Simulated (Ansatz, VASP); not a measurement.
One calculation of CuO, two programs

Contents of INCAR:

```
SYSTEM = CuO
  ALGO = Normal
  EDIFF = 1E-7
  ENCUT = 520
  GGA = PE
  ISIF = 2
  ISMEAR = 0
  LASPH = .TRUE.
  LCHARG = .FALSE.
  LREAL = .FALSE.
  LWAVE = .FALSE.
  NBANDS = 25
  NELM = 60
  PREC = Accurate
  SIGMA = 0.1
```

File KPOINTS:

```
k-points
0
G
  4 4 4
  0 0 0
```

POSCAR

```
CuO
1.0
    2.3404404522     -1.7107783127     -0.0229301573
    2.3197430003      1.6824555157     -0.0101368612
   -0.8908838133      0.0240860588      5.0786274137
Cu O
2 2
Direct
   -0.0082652229      0.4939545091     -0.0055067082
    0.4909130835     -0.0195801087      0.4987901057
    0.5733962104      0.3983939412      0.2576963426
    0.3918683292      0.5610426818      0.7397132466
```

Input for Ansatz:

```yaml
crystal:
  lattice:
    - [2.3404404522, -1.7107783127, -0.0229301573]
    - [2.3197430003, 1.6824555157, -0.0101368612]
    - [-0.8908838133, 0.0240860588, 5.0786274137]
  atoms:
    - { symbol: Cu, position: [-0.0082652229, 0.4939545091, -0.0055067082] }
    - { symbol: Cu, position: [0.4909130835, -0.0195801087, 0.4987901057] }
    - { symbol: O, position: [0.5733962104, 0.3983939412, 0.2576963426] }
    - { symbol: O, position: [0.3918683292, 0.5610426818, 0.7397132466] }
basis:
  ecutwfc: 420
kpoints:
  mp_grid: { grid: [4, 4, 4] }
hamiltonian:
  xc: pbe
scf:
  occupations: { method: gaussian, width: 0.1 }
output:
  forces: true
  stress: true
  eigenvalues: true
```

Change from the starting cell: kmesh displaced: [4, 4, 4] Gamma-centred.

Alike in both runs: task single point; functional PBE; k mesh 4 × 4 × 4; occupations gaussian, width 0.1 eV; no spin polarisation.

```csv
,VASP,Ansatz
version,VASP 6.6.1,Ansatz 0.2.0
potentials or method,"VASP PAW PBE potentials, release 64 (Cu, O), cutoff 520 eV","scalar-relativistic, plane waves, PAW"
valence electrons in the cell,34,50
```

```tsv
	VASP	Ansatz	Ansatz less VASP
gap on the k mesh at the Fermi level (eV)	none	none	-
pressure (GPa)	7.8	7.1	-0.69
traceless stress, the component that is largest in VASP (GPa)	2.39	2.30	-0.093
rms of the force components (eV/Å)	0.349	0.341	-0.0082
```

Atom by atom the forces differ by 0.024 eV/Å (rms over components). A gap of «none» marks a metal or a gap that the smearing closes. VASP's potentials hold 34 valence electrons a cell and Ansatz's 50, so a difference there can come from the potentials and not from the codes.

The k mesh is coarse, so the values compare programs but aren't converged.
